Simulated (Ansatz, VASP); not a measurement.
## Two plane-wave programs on BaS

File POSCAR:

```
BaS
1.0
    0.0000000000      3.5194117709      3.5194117709
    3.7189624183      0.0000000000      3.5194117709
    3.7189624183      3.5194117709      0.0000000000
Ba S
1 1
Direct
    0.0000000000      0.0000000000      0.0000000000
    0.2500000000      0.2500000000      0.2500000000
```

File INCAR.step1:

```
  ALGO = Normal
  EDIFF = 1E-5
  ENCUT = 520
  GGA = PE
  ISIF = 2
  ISMEAR = 0
  LASPH = T
  LCHARG = F
  LREAL = F
  LWAVE = T
  NBANDS = 15
  NELM = 80
  PREC = Accurate
  SIGMA = 0.01
```

INCAR.step2

```
  ALGO = Normal
  EDIFF = 1E-7
  ENCUT = 520
  GGA = PE
  HFSCREEN = 0.2079
  ISIF = 2
  ISMEAR = 0
  ISTART = 1
  LASPH = T
  LCHARG = F
  LHFCALC = T
  LREAL = F
  LWAVE = F
  NBANDS = 15
  NELM = 80
  PREC = Accurate
  PRECFOCK = Normal
  SIGMA = 0.01
```

The input KPOINTS:

```
k-points
0
Gamma
  4 4 4
```

Input for Ansatz:

```yaml
crystal:
  lattice:
    - [0.0, 3.5194117709, 3.5194117709]
    - [3.7189624183, 0.0, 3.5194117709]
    - [3.7189624183, 3.5194117709, 0.0]
  atoms:
    - { symbol: Ba, position: [0.0, 0.0, 0.0] }
    - { symbol: S, position: [0.25, 0.25, 0.25] }
kpoints:
  mp_grid: { grid: [4, 4, 4] }
  band_path:
    path:
      - [0.0, 0.0, 0.0]
      - [-0.5, -0.5, 0.0]
      - [-0.375, -0.375, 0.25]
      - [-0.375, 0.0, 0.375]
      - [0.0, 0.0, 0.5]
      - [-0.5, -0.25, 0.25]
      - [0.166667, 0.5, -0.333333]
    npoints: 1
hamiltonian:
  xc: hse06
scf:
  occupations: { method: fixed }
  n_extra_bands: 4
output:
  forces: true
  stress: true
  eigenvalues: true
```

Change from the starting cell: uniaxial_x strain +5.7%.

Alike in both runs: task single point; functional HSE06; k mesh 4 × 4 × 4; no spin polarisation.

|  | VASP | Ansatz |
| --- | --- | --- |
| version | VASP 6.6.1 | Ansatz 0.2.0 |
| potentials or method | VASP PAW PBE potentials, release 64 (Ba_sv, S) | plane waves, PAW |
| plane-wave cutoff (eV) | 520 | 420 |
| occupations | gaussian, width 0.01 eV | fixed |
| valence electrons in the cell | 16 | 16 |

```tsv
	VASP	Ansatz	Ansatz less VASP
gap on the k mesh at the Fermi level (eV)	3.52	3.52	+0.001
pressure (GPa)	-1.3	-1.7	-0.31
traceless stress, the component that is largest in VASP (GPa)	-0.29	-0.31	-0.016
```

Ansatz's warnings: stress exchange threshold loose, stress scf threshold loose.

Spin-orbit coupling is off throughout.
